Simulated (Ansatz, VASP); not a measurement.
**AlN: VASP beside Ansatz**

File INCAR:

```
ALGO     = Normal         # electronic algorithm
EDIFF    = 1E-6           # SCF threshold, eV
ENCUT    = 520            # plane-wave cutoff, eV
GGA      = PE             # functional
ISIF     = 2              # what is computed and relaxed
ISMEAR   = -1             # smearing method
LASPH    = True           # aspherical terms in the spheres
LCHARG   = False          # write CHGCAR
LREAL    = False          # projectors in reciprocal space
LWAVE    = False          # write WAVECAR
NBANDS   = 16             # bands
NELM     = 60             # most SCF steps
PREC     = Accurate       # precision mode
SIGMA    = 0.05           # smearing width, eV
```

File KPOINTS:

```
k-points
0
Gamma
  9 9 7
```

Contents of POSCAR:

```
AlN
1.0
    3.3121157418      0.0000000000      0.0000000000
   -1.6560578709      2.8683763727      0.0000000000
    0.0000000000      0.0000000000      4.1875630000
Al N
2 2
Direct
    0.6666666667      0.3333333333      0.2500000000
    0.3333333333      0.6666666667      0.7500000000
    0.6666666667      0.3333333333      0.7500000000
    0.3333333333      0.6666666667      0.2500000000
```

Contents of input.yaml:

```yaml
crystal:
  lattice:
    - [3.3121157418, 0.0, 0.0]
    - [-1.6560578709, 2.8683763727, 0.0]
    - [0.0, 0.0, 4.187563]
  atoms:
    - { symbol: Al, position: [0.6666666667, 0.3333333333, 0.25] }
    - { symbol: Al, position: [0.3333333333, 0.6666666667, 0.75] }
    - { symbol: "N", position: [0.6666666667, 0.3333333333, 0.75] }
    - { symbol: "N", position: [0.3333333333, 0.6666666667, 0.25] }
kpoints:
  mp_grid: { grid: [9, 9, 7] }
scf:
  occupations: { method: fermi_dirac, width: 0.05 }
hamiltonian:
  xc: pbe
  pseudopotentials: { kind: all_electron, lapw: { basis_error: 0.001 } }
output:
  forces: true
  stress: true
  eigenvalues: true
```

Alike in both runs: task single point; functional PBE; k mesh 9 × 9 × 7; occupations fermi-dirac, width 0.05 eV; no spin polarisation.

|  | VASP | Ansatz |
| --- | --- | --- |
| version | VASP 6.6.1 | Ansatz 0.2.0 |
| potentials or method | VASP PAW PBE potentials, release 64 (Al, N), cutoff 520 eV | all-electron LAPW, scalar-relativistic |

Ansatz gave:

```
gap on the k mesh at the Fermi level (eV)                     : 3.27
least direct gap on the mesh (eV)                             : 3.27
pressure (GPa)                                                : 0.3
traceless stress, the component that is largest in VASP (GPa) : -0.06
```

Q: Which values does VASP return?

A: gap on the k mesh at the Fermi level (eV): 3.27; least direct gap on the mesh (eV): 3.27; pressure (GPa): 0.0; traceless stress, the component that is largest in VASP (GPa): 0.01.

Ansatz ran all-electron here, and VASP with PAW potentials.
